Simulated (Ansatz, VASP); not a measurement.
## One calculation of Ba2Tl5V3O12, two programs

```
Ba V Tl O
1.0
     6.60393    0.34631    0.25236
     2.35224    8.41538   -0.09385
     2.12794    2.77508    9.27971
Ba V Tl O
2 3 5 12
Direct
  0.80421 0.04634 0.02051
  0.21358 0.95315 0.34074
  0.74550 0.70681 0.33393
  0.26081 0.26845 0.03375
  0.04063 0.07673 0.66154
  0.25187 0.40406 0.34945
  0.58883 0.34834 0.60494
  0.57512 0.87859 0.66882
  0.74411 0.49255 0.11485
  0.11788 0.63695 0.74625
  0.28483 0.09682 0.54459
  0.84937 0.49259 0.34283
  0.40647 0.20704 0.17295
  0.88445 0.05198 0.55902
  0.13966 0.48285 0.99270
  0.54963 0.73695 0.48446
  0.90661 0.24436 0.73184
  0.61346 0.80013 0.18795
  0.05643 0.16472 0.10240
  0.07884 0.90365 0.80736
  0.44026 0.20564 0.89290
  0.94744 0.80128 0.30622
```

Change from the starting cell: cell x1, atoms moved at random (sigma 0.15 Å) and cell strained at random (1.5 %), then relaxed without symmetry.

Alike in both runs: functional PBE; k mesh 2 × 2 × 2; occupations gaussian, width 0.1 eV; no spin polarisation.

Ansatz relaxed the structure, and its values are those at the end. VASP's run is a single point on that final structure, the one shown.

|  | VASP | Ansatz |
| --- | --- | --- |
| version | VASP 6.6.1 | Ansatz 0.2.0 |
| potentials or method | VASP PAW PBE potentials, release 64 (Ba_sv, V_sv, Tl_d, O), cutoff 600 eV | scalar-relativistic, plane waves, PAW |
| valence electrons in the cell | 196 | 196 |

|  | VASP | Ansatz | Ansatz less VASP |
| --- | --- | --- | --- |
| gap on the k mesh at the Fermi level (eV) | 2.92 | 2.92 | 0.000 |
| least direct gap on the mesh (eV) | 3.02 | 3.02 | +0.005 |
| pressure (GPa) | 0.5 | 0.0 | -0.44 |
| rms of the force components (eV/Å) | 0.060 | 0.009 | -0.0505 |

The k mesh is coarse, so the values compare programs but aren't converged. Neither program's run includes spin-orbit coupling.
